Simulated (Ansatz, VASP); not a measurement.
Two plane-wave programs on TaN

```xyz
4
Lattice="3.0480 0.0000 0.0000 -1.5240 2.6396 0.0000 0.0000 0.0000 4.9180" Properties=species:S:1:pos:R:3 pbc="T T T"
Ta    0.0000    0.0000    0.0000
Ta    0.0000    0.0000    2.4590
N     0.0000    1.7598    1.2295
N     1.5240    0.8799    3.6885
```

Alike in both runs: task electric field gradients; functional PBEsol; k mesh 9 × 9 × 5; occupations fermi-dirac, width 0.01 eV; no spin polarisation.

```csv
,VASP,Ansatz
version,VASP 6.6.1,Ansatz 0.2.0
potentials or method,"VASP PAW PBE potentials, release 64 (Ta_pv, N)","PAW with Ansatz's default frozen-core files, scalar-relativistic"
plane-wave cutoff (eV),520,420
valence electrons in the cell,32,36
```

```tsv
	VASP	Ansatz	Ansatz less VASP
size of Vzz on the site where it differs most (V/Å²)	180.0	207.3	+27.30
```

VASP's potentials were made for PBE, not for PBEsol. VASP's potentials hold 32 valence electrons a cell and Ansatz's 36, so a difference there can come from the potentials and not from the codes.

Neither program's run includes spin-orbit coupling.
